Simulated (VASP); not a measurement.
Wanted: the native input for a VASP 6.6.1 run.

* Task: single point
* Functional: HSE06
* Potentials or basis: VASP PAW PBE potentials, release 64 (Si, C)
* Cutoff: 520 eV
* k mesh: 6 × 6 × 6
* Occupations: gaussian, width 0.02 eV
* Spin: no spin polarisation
* Dipole correction: no
* Grid for exact exchange (PRECFOCK): Normal
* Further INCAR settings: ALGO = Normal; EDIFF = 1e-06; NBANDS = 11
* Share of exact exchange: 0.25
* Screening parameter: 0.2079 1/Å

SiC:

```xyz
2
Lattice="0.0000 2.1747 2.1747 2.1747 0.0000 2.1747 2.1747 2.1747 0.0000" Properties=species:S:1:pos:R:3 pbc="T T T"
Si    0.0000    0.0000    0.0000
C     1.0873    1.0873    1.0873
```

One way to write it, as run:

POSCAR

```
SiC
1.0
    0.0000000000      2.1746608756      2.1746608756
    2.1746608756      0.0000000000      2.1746608756
    2.1746608756      2.1746608756      0.0000000000
Si C
1 1
Direct
    0.0000000000      0.0000000000      0.0000000000
    0.2500000000      0.2500000000      0.2500000000
```

INCAR.step1

```
ALGO     = Normal         # electronic algorithm
EDIFF    = 1E-5           # SCF threshold, eV
ENCUT    = 520            # plane-wave cutoff, eV
GGA      = PE             # functional
ISIF     = 2              # what is computed and relaxed
ISMEAR   = 0              # smearing method
LASPH    = T              # aspherical terms in the spheres
LREAL    = F              # projectors in reciprocal space
LWAVE    = T              # write WAVECAR
NBANDS   = 11             # bands
NELM     = 100            # most SCF steps
PREC     = Accurate       # precision mode
SIGMA    = 0.02           # smearing width, eV
```

INCAR.step2

```
ALGO     = Normal         # electronic algorithm
EDIFF    = 1E-6           # SCF threshold, eV
ENCUT    = 520            # plane-wave cutoff, eV
GGA      = PE             # functional
HFSCREEN = 0.2079         # screening, 1/A
ISIF     = 2              # what is computed and relaxed
ISMEAR   = 0              # smearing method
ISTART   = 1            
LASPH    = T              # aspherical terms in the spheres
LCHARG   = T              # write CHGCAR
LELF     = T              # ELF
LHFCALC  = T              # exact exchange
LREAL    = F              # projectors in reciprocal space
LVHAR    = T            
LWAVE    = F              # write WAVECAR
NBANDS   = 11             # bands
NELM     = 100            # most SCF steps
PREC     = Accurate       # precision mode
PRECFOCK = Normal       
SIGMA    = 0.02           # smearing width, eV
```

KPOINTS

```
k-points
0
Gamma
  6 6 6
```

Potentials or basis: VASP PAW PBE potentials, release 64 (Si, C).

Launch:

```console
$ cat potpaw_PBE.64/Si/POTCAR potpaw_PBE.64/C/POTCAR > POTCAR
$ cp INCAR.step1 INCAR
$ mpirun -np 1 vasp_std > vasp.out
$ cp INCAR.step2 INCAR
$ mpirun -np 1 vasp_std > vasp.out
```

Results of the run:

* Pressure: -0.4 GPa
* Band gap on the k mesh: 2.23 eV (least direct gap 5.74 eV)

Caveat: the PAW data sets were made with another functional, which shifts forces and pressure a little.

Run time: 8.1 min on 1 thread of Intel Xeon 8259CL (shared host), peak memory 0.24 GiB.
